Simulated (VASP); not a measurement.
# PbS in VASP: relaxation of cell and atoms with PBE+D3(BJ)

Aim: the relaxation of cell and atoms of PbS with PBE+D3(BJ).

Everything below comes from runs of VASP 6.6.1. Logs are shortened: lines on timing, memory, paths and dates and some standing lists are left out, and cuts for length are marked.

## 1. The cell of the first run

The typed cell holds 4 atoms: a = 4.193 Å, b = 4.193 Å, c = 5.950 Å, α = 90.00°, β = 90.00°, γ = 90.00°.

## 2. Relaxation of cell and atoms, PBE+D3(BJ)

File INCAR:

```
ALGO = Normal
EDIFF = 1E-6
EDIFFG = -0.005
ENCUT = 600
GGA = PE
IBRION = 2
ISIF = 3
ISMEAR = 0
IVDW = 12
LASPH = True
LCHARG = False
LREAL = False
LWAVE = False
NELM = 60
NSW = 100
PREC = Accurate
SIGMA = 0.02
```

File KPOINTS:

```
k-points
0
Gamma
  8 8 6
```

File POSCAR:

```
PbS
1.0
    2.9590534504     -2.9645926993      0.1814803351
    2.9590534504      2.9645926993      0.1814803351
   -0.3641964991      0.0000000000      5.9387847248
Pb S
2 2
Direct
    0.7500168829      0.7500168829      0.7499299700
    0.2499831171      0.2499831171      0.2500700300
    0.2500274686      0.2500274686      0.7497205563
    0.7499725314      0.7499725314      0.2502794437
```

Potentials or basis: VASP PAW PBE potentials, release 64 (Pb_d, S).

Command:

```console
$ cat potpaw_PBE.64/Pb_d/POTCAR potpaw_PBE.64/S/POTCAR > POTCAR
$ mpirun -np 1 vasp_std > vasp.out
```

OUTCAR:

```text
EDIFF = 1E-6
   EDIFFG = -0.005
   ENCUT = 600
   GGA = PE
   IBRION = 2
   ISIF = 3
   ISMEAR = 0
   IVDW = 12
   LASPH = True
   LREAL = False
   NELM = 60
   NSW = 100
   PREC = Accurate
 IVDW          = 12

 ion  position               nearest neighbor table
   1  0.750  0.750  0.750-   3 2.96   3 2.96   3 2.96   3 2.96   4 2.97   4 2.98
   2  0.250  0.250  0.250-   4 2.96   4 2.96   4 2.96   4 2.96   3 2.97   3 2.98
   3  0.250  0.250  0.750-   1 2.96   1 2.96   1 2.96   1 2.96   2 2.97   2 2.98
   4  0.750  0.750  0.250-   2 2.96   2 2.96   2 2.96   2 2.96   1 2.97   1 2.98

  LATTYP: Found a simple tetragonal cell.
 ALAT       =     4.1925818188
 C/A-ratio  =     1.4191592898

  Lattice vectors:

 A1 = (   2.9590534504,  -2.9645926993,   0.1814803351)
 A2 = (   2.9590534504,   2.9645926993,   0.1814803351)
 A3 = (  -0.3641964991,   0.0000000000,   5.9387847248)

Analysis of symmetry for initial positions (statically):
=====================================================================
 Subroutine PRICEL returns:
 Original cell was already a primitive cell.

 Routine SETGRP: Setting up the symmetry group for a
 simple tetragonal supercell.

 Subroutine GETGRP returns: Found  4 space group operations
 (whereof  4 operations were pure point group operations)
 out of a pool of 16 trial point group operations.

The static configuration has the point symmetry C_2h.

Analysis of symmetry for dynamics (positions and initial velocities):
=====================================================================
 Subroutine PRICEL returns:
 Original cell was already a primitive cell.

 Routine SETGRP: Setting up the symmetry group for a
 simple tetragonal supercell.

 Subroutine GETGRP returns: Found  4 space group operations
 (whereof  4 operations were pure point group operations)
 out of a pool of 16 trial point group operations.

The dynamic configuration has the point symmetry C_2h.

 Subroutine INISYM returns: Found  4 space group operations
 (whereof  4 operations are pure point group operations),
 and found     1 'primitive' translations

----------------------------------------------------------------------------------------

                                     Primitive cell

  volume of cell :     104.5865

  direct lattice vectors                    reciprocal lattice vectors
     2.959053450 -2.964592699  0.181480335     0.168339810 -0.168657232  0.010323454
     2.959053450  2.964592699  0.181480335     0.168339810  0.168657232  0.010323454
    -0.364196499  0.000000000  5.938784725    -0.010288423  0.000000000  0.167753680

  length of vectors
     4.192581819  4.192581819  5.949941436     0.238516514  0.238516514  0.168068881

  position of ions in fractional coordinates (direct lattice)
     0.750016883  0.750016883  0.749929970
     0.249983117  0.249983117  0.250070030
     0.250027469  0.250027469  0.749720556
     0.749972531  0.749972531  0.250279444

  ion indices of the primitive-cell ions
   primitive index   ion index
                 1           1
                 2           2
                 3           3
                 4           4

----------------------------------------------------------------------------------------

 KPOINTS: k-points

Automatic generation of k-mesh.
 Grid dimensions read from file:
 generate k-points for:    8    8    6

 Generating k-lattice:

  Cartesian coordinates                     Fractional coordinates (reciprocal lattice)
     0.021042476 -0.021082154  0.001290432     0.125000000  0.000000000 -0.000000000
     0.021042476  0.021082154  0.001290432     0.000000000  0.125000000 -0.000000000
    -0.001714737  0.000000000  0.027958947     0.000000000  0.000000000  0.166666667

  Length of vectors
     0.029814564  0.029814564  0.028011480

  Shift w.r.t. Gamma in fractional coordinates (k-lattice)
     0.000000000  0.000000000  0.000000000

 Subroutine IBZKPT returns following result:
 ===========================================

 Found    114 irreducible k-points:

 Following reciprocal coordinates:
            Coordinates               Weight
  0.000000  0.000000  0.000000      1.000000
  0.125000  0.000000 -0.000000      4.000000
  0.250000  0.000000 -0.000000      4.000000
  0.375000  0.000000 -0.000000      4.000000
  0.500000  0.000000 -0.000000      2.000000
  0.125000  0.125000 -0.000000      2.000000
[... 16 lines left out ...]
  0.125000  0.000000  0.166667      4.000000
 -0.125000  0.000000  0.166667      4.000000
 [... further k-points ...]
   k-points           NKPTS =    114   k-points in BZ     NKDIM =    114   number of bands    NBANDS=     24
   number of dos      NEDOS =    301   number of ions     NIONS =      4
   total plane-waves  NPLWV =  62208
   dimension x,y,z NGX =    36 NGY =   36 NGZ =   48
   dimension x,y,z NGXF=    72 NGYF=   72 NGZF=   96
   ions per type =               2   2
   NGX,Y,Z   is equivalent  to a cutoff of  14.27, 14.27, 13.41 a.u.
   NGXF,Y,Z  is equivalent  to a cutoff of  28.55, 28.55, 26.82 a.u.
 SYSTEM =  unknown system
   PREC   = accura    normal or accurate (medium, high low for compatibility)
   ISTART =      0    job   : 0-new  1-cont  2-samecut
   ICHARG =      2    charge: 1-file 2-atom 10-const
   ISPIN  =      1    spin polarized calculation?
   LNONCOLLINEAR =      F non collinear calculations
   LSORBIT =      F    spin-orbit coupling
   LASPH  =      T    aspherical Exc in radial PAW
   ENCUT  =  600.0 eV  44.10 Ry    6.64 a.u.   8.37  8.37 11.88*2*pi/ulx,y,z
   NELM   =     60;   NELMIN=  2; NELMDL= -5     # of ELM steps
   EDIFF  = 0.1E-05   stopping-criterion for ELM
   LREAL  =      F    real-space projection
   EDIFFG = -.5E-02   stopping-criterion for IOM
   NSW    =    100    number of steps for IOM
   IBRION =      2    ionic relax: 0-MD 1-quasi-New 2-CG
   NFREE  =      1    steps in history (QN), initial steepest desc. (CG)
   ISIF   =      3    stress and relaxation
   ISYM   =      2    0-nonsym 1-usesym 2-fastsym
   POTIM  = 0.5000    time-step for ionic-motion
   TEBEG  =    0.0;   TEEND  =   0.0 temperature during run
   PSTRESS=    0.0 pullay stress
   NELECT =      40.0000    total number of electrons
   NUPDOWN=      -1.0000    fix difference up-down
   EMIN   =  10.00;   EMAX   =-10.00  energy-range for DOS
   EFERMI =   0.00;   METHOD = LEGACY
   ISMEAR =     0;   SIGMA  =   0.02  broadening in eV -4-tet -1-fermi 0-gaus
   EFERMI_NEDOS =   21; number of points for ismear=-14 and -15
   IALGO  =     38    algorithm
   IMIX   =      4    mixing-type and parameters
     AMIX     =   0.40;   BMIX     =  1.00
     AMIX_MAG =   1.60;   BMIX_MAG =  1.00
  volume/ion in A,a.u.               =      26.15       176.45
  Fermi-wavevector in a.u.,A,eV,Ry     =   1.188328  2.245614 19.213097  1.412123
  Thomas-Fermi vector in A             =   2.324460
   LORBIT       =      0    0 simple, 1 ext, 2 COOP (PROOUT), +10 PAW based schemes
   GGA     = PE    functional components
   LHFCALC =     F    Hartree Fock is set to
   AEXX    =    0.0000 exact exchange contribution
   IVDW    =    12    specifies the selected vdW correction
   LEPSILON=     F    determine dielectric tensor
   LRPA    =     F    only Hartree local field effects (RPA)
 conjugate gradient relaxation of ions
 non-spin polarized calculation
 Gauss-broadening in eV      SIGMA  =   0.02
  energy-cutoff  :      600.00
  volume of cell :      104.59
 maximum number of plane-waves:      3547
 NGX is ok and might be reduce to    36
   NGX = 17   NGY = 17   NGZ = 23

--------------------------------------- Ionic step        1  -------------------------------------------

 number of electron      39.9999998 magnetization

 Free energy of the ion-electron system (eV)
  ---------------------------------------------------
  ext. energy  EPLUGINS =         0.00000000
  ---------------------------------------------------
  free energy    TOTEN  =       -17.51442995 eV

  energy without entropy =      -17.51442995  energy(sigma->0) =      -17.51442995

------------------------ aborting loop because EDIFF is reached ----------------------------------------

 Edisp (eV)   -1.38551

 E8    (eV) :    -0.6239

  FORCE on cell =-STRESS in cart. coord.  units (eV):
  Direction    XX          YY          ZZ          XY          YZ          ZX
  --------------------------------------------------------------------------------------
  -------------------------------------------------------------------------------------
  Total       0.04021     0.04181    -0.23178     0.00000     0.00000     0.01667
  in kB       0.61603     0.64052    -3.55060     0.00000     0.00000     0.25533
  external pressure =       -0.76 kB  Pullay stress =        0.00 kB
[... 191 lines left out ...]
  energy  without entropy=      -18.9002647196  energy(sigma->0) =      -18.90026472

--------------------------------------- Ionic step        6  -------------------------------------------

 number of electron      39.9999997 magnetization

 Free energy of the ion-electron system (eV)
  ---------------------------------------------------
  ext. energy  EPLUGINS =         0.00000000
  ---------------------------------------------------
  free energy    TOTEN  =       -17.51308411 eV

  energy without entropy =      -17.51308411  energy(sigma->0) =      -17.51308411

 E-fermi :   5.9087     XC(G=0):  -9.6766

 val. band max:        5.8068881042   @ k =   0.5000   0.0000   0.5000
 cond. band min:       6.1753757250   @ k =   0.5000   0.0000   0.5000
 fundamental gap:      0.3684876207
 Fermi energy:         5.9087343279

 k-point     1 :       0.0000    0.0000    0.0000
  band No.  band energies     occupation
      1     -11.1523      2.00000
      2     -11.0401      2.00000
      3     -11.0150      2.00000
      4     -11.0150      2.00000
      5     -11.0148      2.00000
      6     -10.9986      2.00000
[... 637 lines left out ...]
     23      10.0559      0.00000
     24      10.1924      0.00000

 [... further k-points ...]

------------------------ aborting loop because EDIFF is reached ----------------------------------------

 Edisp (eV)   -1.38719

 E8    (eV) :    -0.6246

  FORCE on cell =-STRESS in cart. coord.  units (eV):
  Direction    XX          YY          ZZ          XY          YZ          ZX
  --------------------------------------------------------------------------------------
  -------------------------------------------------------------------------------------
  Total       0.00096     0.00098    -0.00301     0.00000     0.00000     0.00020
  in kB       0.01478     0.01510    -0.04623     0.00000     0.00000     0.00305
  external pressure =       -0.01 kB  Pullay stress =        0.00 kB
[... 19 lines left out ...]
  FREE ENERGIE OF THE ION-ELECTRON SYSTEM (eV)
  ---------------------------------------------------
  free  energy   TOTEN  =       -18.9002698731 eV

  energy  without entropy=      -18.9002698731  energy(sigma->0) =      -18.90026987

 reached required accuracy - stopping structural energy minimisation
```

Wall time 14 min (1 thread of Oxide Virtual Turin-like, shared host); peak memory 0.44 GiB.

What came out:

```yaml
Free_energy: -18.9003 eV
Relaxed_volume: 26.12 Å³/atom
Relaxed_cell: a = 4.195 Å, b = 4.195 Å, c = 5.935 Å, α = 90.00°, β = 90.00°, γ = 90.00°
Space_group_after_relaxing_to_0.1_Å: Fm-3m (No. 225)
Energy_gained_by_relaxing: 0.1 meV/atom
Ionic_steps: 6
Pressure_after_relaxing: 0.0 GPa
Band_gap_on_the_k_mesh: 0.37 eV
Dispersion_energy_per_atom: -0.347 eV
```

Forces in eV/Å, atoms in the order of the input:
```
Pb   0.000  0.000  0.000
Pb   0.000  0.000  0.000
S    0.000  0.000  0.002
S    0.000  0.000 -0.002
```

Step by step:
```tsv
step	energy change (eV)	largest force (eV/Å)	pressure (GPa)	volume (Å³)
1	0.0000	0.0021	-0.08	104.59
2	-0.0003	0.0021	0.03	104.40
3	-0.0003	0.0021	0.03	104.41
4	-0.0003	0.0021	0.03	104.42
5	-0.0003	0.0021	0.01	104.41
6	-0.0003	0.0020	0.00	104.46
```

Final structure:
```yaml
crystal:
  lattice:
    - [2.96107, -2.96664, 0.18160]
    - [2.96107, 2.96664, 0.18160]
    - [-0.36327, 0.00000, 5.92358]
  atoms:
    - { symbol: Pb, position: [0.75002, 0.75002, 0.74994] }
    - { symbol: Pb, position: [0.24998, 0.24998, 0.25006] }
    - { symbol: S, position: [0.25003, 0.25003, 0.74975] }
    - { symbol: S, position: [0.74997, 0.74997, 0.25025] }
```

Caveat: spin-orbit coupling is left out, which moves the levels of the heavy elements. A k mesh can miss the band edges.
